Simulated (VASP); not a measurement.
# Mo in VASP: single point with PBEsol

Aim: the single point of Mo with PBEsol.

Program: VASP 6.6.1. These are calculated values, not measurements. Logs are shortened: lines on timing, memory, paths and dates and some standing lists are left out, and cuts for length are marked.

### 1 The cell of the first run

The cell holds a slab with vacuum, 7 atoms: a = 3.129 Å, b = 2.710 Å, c = 29.277 Å, α = 90.00°, β = 90.00°, γ = 54.74°.

### 2 Single point, PBEsol

Contents of INCAR:

```
  PREC = Accurate
  ENCUT = 520
  EDIFF = 1E-6
  ISMEAR = 1
  SIGMA = 0.1
  LREAL = F
  LASPH = T
  NELM = 60
  ALGO = Normal
  ISIF = 2
  LWAVE = F
  LCHARG = F
  LDIPOL = T
  IDIPOL = 3
  DIPOL = 0.5 0.5 0.500
  GGA = PS
  NBANDS = 58
```

Contents of KPOINTS:

```
Automatic mesh
0
Gamma
  15 15 1
```

Contents of POSCAR:

```
Mo
1.0
    3.1294554230      0.0000000000      0.0000000000
    1.5647277120      2.2128591510      0.0000000000
    0.0000000000      0.0000000000     29.2771549080
Mo
7
Direct
    0.0000000000      0.0000000000      0.2732505951
    0.5000000000      1.0000000000      0.3488337300
    0.0000000000      0.0000000000      0.4244168650
    0.5000000000      1.0000000000      0.5000000000
    0.0000000000      0.0000000000      0.5755831350
    0.5000000000      1.0000000000      0.6511662700
    0.0000000000      0.0000000000      0.7267494049
```

Potentials or basis: VASP PAW PBE potentials, release 64 (Mo_sv).

On the command line:

```console
$ cat potpaw_PBE.64/Mo_sv/POTCAR > POTCAR
$ mpirun -np 1 vasp_std > vasp.out
```

OUTCAR:

```text
PREC = Accurate
   ENCUT = 520
   EDIFF = 1E-6
   ISMEAR = 1
   LREAL = F
   LASPH = T
   NELM = 60
   ISIF = 2
   GGA = PS

 ion  position               nearest neighbor table
   1  0.000  0.000  0.273-   2 2.71   2 2.71   2 3.13   2 3.13
   2  0.500  0.000  0.349-   1 2.71   1 2.71   3 2.71   3 2.71   1 3.13   1 3.13   3 3.13   3 3.13

   3  0.000  0.000  0.424-   2 2.71   2 2.71   4 2.71   4 2.71   2 3.13   2 3.13   4 3.13   4 3.13

   4  0.500  0.000  0.500-   3 2.71   5 2.71   3 2.71   5 2.71   3 3.13   5 3.13   3 3.13   5 3.13

   5  0.000  0.000  0.576-   6 2.71   6 2.71   4 2.71   4 2.71   6 3.13   6 3.13   4 3.13   4 3.13

   6  0.500  0.000  0.651-   7 2.71   7 2.71   5 2.71   5 2.71   7 3.13   7 3.13   5 3.13   5 3.13

   7  0.000  0.000  0.727-   6 2.71   6 2.71   6 3.13   6 3.13

  LATTYP: Found a base centered orthorhombic cell.
 ALAT       =     3.1294554230
 B/A-ratio  =     1.4142135624
 C/A-ratio  =     9.3553513154

  Lattice vectors:

 A1 = (   1.5647277110,  -2.2128591510,   0.0000000000)
 A2 = (   1.5647277120,   2.2128591510,   0.0000000000)
 A3 = (   0.0000000000,   0.0000000000,  29.2771549080)

Analysis of symmetry for initial positions (statically):
=====================================================================
 Subroutine PRICEL returns:
 Original cell was already a primitive cell.

 Routine SETGRP: Setting up the symmetry group for a
 base centered orthorhombic supercell.

 Subroutine GETGRP returns: Found  8 space group operations
 (whereof  8 operations were pure point group operations)
 out of a pool of  8 trial point group operations.

The static configuration has the point symmetry D_2h.

Analysis of symmetry for dynamics (positions and initial velocities):
=====================================================================
 Subroutine PRICEL returns:
 Original cell was already a primitive cell.

 Routine SETGRP: Setting up the symmetry group for a
 base centered orthorhombic supercell.

 Subroutine GETGRP returns: Found  8 space group operations
 (whereof  8 operations were pure point group operations)
 out of a pool of  8 trial point group operations.

The dynamic configuration has the point symmetry D_2h.

 Subroutine INISYM returns: Found  8 space group operations
 (whereof  8 operations are pure point group operations),
 and found     1 'primitive' translations

----------------------------------------------------------------------------------------

                                     Primitive cell

  volume of cell :     202.7456

  direct lattice vectors                    reciprocal lattice vectors
     3.129455423  0.000000000  0.000000000     0.319544414 -0.225952022  0.000000000
     1.564727712  2.212859151  0.000000000     0.000000000  0.451904044  0.000000000
     0.000000000  0.000000000 29.277154908     0.000000000  0.000000000  0.034156324

  length of vectors
     3.129455423  2.710187897 29.277154908     0.391360383  0.451904044  0.034156324

  position of ions in fractional coordinates (direct lattice)
     0.000000000  0.000000000  0.273250595
     0.500000000  0.000000000  0.348833730
     0.000000000  0.000000000  0.424416865
     0.500000000  0.000000000  0.500000000
     0.000000000  0.000000000  0.575583135
     0.500000000  0.000000000  0.651166270
     0.000000000  0.000000000  0.726749405

  ion indices of the primitive-cell ions
   primitive index   ion index
                 1           1
                 2           2
                 3           3
                 4           4
                 5           5
                 6           6
                 7           7

----------------------------------------------------------------------------------------

 KPOINTS: Automatic mesh

Automatic generation of k-mesh.
 Grid dimensions read from file:
 generate k-points for:   15   15    1

 Generating k-lattice:

  Cartesian coordinates                     Fractional coordinates (reciprocal lattice)
     0.021302961 -0.015063468  0.000000000     0.066666667 -0.000000000  0.000000000
     0.000000000  0.030126936  0.000000000     0.000000000  0.066666667  0.000000000
     0.000000000  0.000000000  0.034156324     0.000000000  0.000000000  1.000000000

  Length of vectors
     0.026090692  0.030126936  0.034156324

  Shift w.r.t. Gamma in fractional coordinates (k-lattice)
     0.000000000  0.000000000  0.000000000

 Subroutine IBZKPT returns following result:
 ===========================================

 Found     64 irreducible k-points:

 Following reciprocal coordinates:
            Coordinates               Weight
  0.000000  0.000000  0.000000      1.000000
  0.066667 -0.000000  0.000000      4.000000
  0.133333  0.000000  0.000000      4.000000
  0.200000 -0.000000  0.000000      4.000000
  0.266667  0.000000  0.000000      4.000000
  0.333333  0.000000  0.000000      4.000000
[... 16 lines left out ...]
  0.000000  0.133333  0.000000      2.000000
  0.266667  0.133333  0.000000      2.000000
 [... further k-points ...]
   k-points           NKPTS =     64   k-points in BZ     NKDIM =     64   number of bands    NBANDS=     58
   number of dos      NEDOS =    301   number of ions     NIONS =      7
   total plane-waves  NPLWV = 107520
   dimension x,y,z NGX =    24 NGY =   20 NGZ =  224
   dimension x,y,z NGXF=    48 NGYF=   40 NGZF=  448
   ions per type =               7
   NGX,Y,Z   is equivalent  to a cutoff of  12.75, 12.27, 12.72 a.u.
   NGXF,Y,Z  is equivalent  to a cutoff of  25.50, 24.54, 25.44 a.u.
 SYSTEM =  unknown system
   PREC   = accura    normal or accurate (medium, high low for compatibility)
   ISTART =      0    job   : 0-new  1-cont  2-samecut
   ICHARG =      2    charge: 1-file 2-atom 10-const
   ISPIN  =      1    spin polarized calculation?
   LNONCOLLINEAR =      F non collinear calculations
   LSORBIT =      F    spin-orbit coupling
   LASPH  =      T    aspherical Exc in radial PAW
   ENCUT  =  520.0 eV  38.22 Ry    6.18 a.u.   5.82  5.04 54.44*2*pi/ulx,y,z
   NELM   =     60;   NELMIN=  2; NELMDL= -5     # of ELM steps
   EDIFF  = 0.1E-05   stopping-criterion for ELM
   LREAL  =      F    real-space projection
   EDIFFG = 0.1E-04   stopping-criterion for IOM
   NSW    =      0    number of steps for IOM
   IBRION =     -1    ionic relax: 0-MD 1-quasi-New 2-CG
   NFREE  =      0    steps in history (QN), initial steepest desc. (CG)
   ISIF   =      2    stress and relaxation
   ISYM   =      2    0-nonsym 1-usesym 2-fastsym
   POTIM  = 0.5000    time-step for ionic-motion
   TEBEG  =    0.0;   TEEND  =   0.0 temperature during run
   PSTRESS=    0.0 pullay stress
   NELECT =      98.0000    total number of electrons
   NUPDOWN=      -1.0000    fix difference up-down
   EMIN   =  10.00;   EMAX   =-10.00  energy-range for DOS
   EFERMI =   0.00;   METHOD = LEGACY
   ISMEAR =     1;   SIGMA  =   0.10  broadening in eV -4-tet -1-fermi 0-gaus
   EFERMI_NEDOS =   21; number of points for ismear=-14 and -15
   IALGO  =     38    algorithm
   IMIX   =      4    mixing-type and parameters
     AMIX     =   0.40;   BMIX     =  1.00
     AMIX_MAG =   1.60;   BMIX_MAG =  1.00
  volume/ion in A,a.u.               =      28.96       195.46
  Fermi-wavevector in a.u.,A,eV,Ry     =   1.284793  2.427906 22.459031  1.650692
  Thomas-Fermi vector in A             =   2.416965
   LORBIT       =      0    0 simple, 1 ext, 2 COOP (PROOUT), +10 PAW based schemes
   GGA     = PS    functional components
   LHFCALC =     F    Hartree Fock is set to
   AEXX    =    0.0000 exact exchange contribution
   IVDW    =     0    specifies the selected vdW correction
   LEPSILON=     F    determine dielectric tensor
   LRPA    =     F    only Hartree local field effects (RPA)
 non-spin polarized calculation
 Methfessel and Paxton  Order N= 1 SIGMA  =   0.10
  energy-cutoff  :      520.00
  volume of cell :      202.75
 maximum number of plane-waves:      5511
   NGX = 11   NGY = 11   NGZ =109

 dipolmoment           0.000000      0.000000     -0.000000 electrons x Angstroem

 number of electron      98.0000008 magnetization

 dipolmoment           0.000000      0.000000      0.000000 electrons x Angstroem

 Free energy of the ion-electron system (eV)
  ---------------------------------------------------
  ext. energy  EPLUGINS =         0.00000000
  ---------------------------------------------------
  free energy    TOTEN  =       -79.70047814 eV

  energy without entropy =      -79.70040579  energy(sigma->0) =      -79.70045402

 E-fermi :   4.5785     XC(G=0):  -7.9573

 val. band max:        4.5783618373   @ k =  -0.1333   0.1333   0.0000
 cond. band min:       4.5805087485   @ k =   0.1333   0.0000   0.0000
 fundamental gap:      0.0021469113
 Fermi energy:         4.5785019935

 k-point     1 :       0.0000    0.0000    0.0000
  band No.  band energies     occupation
      1     -56.6161      2.00000
      2     -56.5945      2.00000
      3     -56.5256      2.00000
      4     -56.4329      2.00000
      5     -56.3636      2.00000
      6     -56.3285      2.00000
[... 50 lines left out ...]
     57       6.0224     -0.00000
     58       6.0691     -0.00000

 k-point     2 :       0.0667   -0.0000    0.0000
  band No.  band energies     occupation
      1     -56.6074      2.00000
      2     -56.5865      2.00000
      3     -56.5186      2.00000
      4     -56.4272      2.00000
      5     -56.3589      2.00000
      6     -56.3237      2.00000
[... 50 lines left out ...]
     57       5.9220     -0.00000
     58       6.0797     -0.00000
[... 1279 lines left out ...]
     57       5.0080     -0.00000
     58       5.3010     -0.00000

 k-point    24 :       0.2667    0.1333    0.0000
  band No.  band energies     occupation
      1     -56.5309      2.00000
      2     -56.5187      2.00000
      3     -56.4624      2.00000
      4     -56.3884      2.00000
      5     -56.3343      2.00000
      6     -56.2918      2.00000
[... 50 lines left out ...]
     57       6.4112     -0.00000
     58       6.4247     -0.00000

 [... further k-points ...]

------------------------ aborting loop because EDIFF is reached ----------------------------------------

 vacuum level on the upper side and lower side of the slab       (xc-potential included)        -0.203        -0.203

  FORCE on cell =-STRESS in cart. coord.  units (eV):
  Direction    XX          YY          ZZ          XY          YZ          ZX
  --------------------------------------------------------------------------------------
  -------------------------------------------------------------------------------------
  Total       -3.7795156     -4.6879399     -2.7263238     -0.0000000      0.0000000      0.0000000
  in kB      -29.8672550    -37.0459900    -21.5445091     -0.0000000      0.0000000      0.0000000
  external PRESSURE =     -29.4859181 kB  Pullay stress =       0.0000000 kB

 VOLUME and BASIS-vectors are now :
 -----------------------------------------------------------------------------
  energy-cutoff  :      520.00
  volume of cell :      202.75
      direct lattice vectors                 reciprocal lattice vectors
     3.129455423  0.000000000  0.000000000     0.319544414 -0.225952022  0.000000000
     1.564727712  2.212859151  0.000000000     0.000000000  0.451904044  0.000000000
     0.000000000  0.000000000 29.277154908     0.000000000  0.000000000  0.034156324

 POSITION                                       TOTAL-FORCE (eV/Angst)
 -----------------------------------------------------------------------------------
      0.00000      0.00000      8.00000         0.000000      0.000000      0.657392
      1.56473      0.00000     10.21286        -0.000000      0.000000     -0.663212
      0.00000      0.00000     12.42572         0.000000     -0.000000     -0.037939
      1.56473      0.00000     14.63858         0.000000      0.000000      0.000000
      0.00000      0.00000     16.85144        -0.000000      0.000000      0.037939
      1.56473      0.00000     19.06430        -0.000000      0.000000      0.663212
      0.00000      0.00000     21.27715         0.000000      0.000000     -0.657392
 -----------------------------------------------------------------------------------
    total drift:                                0.000000      0.000000     -0.000000

  FREE ENERGIE OF THE ION-ELECTRON SYSTEM (eV)
  ---------------------------------------------------
  free  energy   TOTEN  =       -79.7004781403 eV

  energy  without entropy=      -79.7004057879  energy(sigma->0) =      -79.70045402

 vacuum level on the upper side and lower side of the slab         9.216         9.216
```

Run time: 42 min. Hardware: 1 thread of Oxide Virtual Turin-like, shared host; peak memory 0.62 GiB.

Results:

* Free energy: -79.7005 eV
* Largest force: 0.663 eV/Å
* Band gap on the k mesh: zero (bands 49 and 50 overlap by 2.22 eV)

Forces in eV/Å, atoms in the order of the input:
```
Mo   0.000  0.000  0.657
Mo   0.000  0.000 -0.663
Mo   0.000  0.000 -0.038
Mo   0.000  0.000  0.000
Mo   0.000  0.000  0.038
Mo   0.000  0.000  0.663
Mo   0.000  0.000 -0.657
```

Caveat: the PAW data sets were made with another functional, which shifts forces and pressure a little.
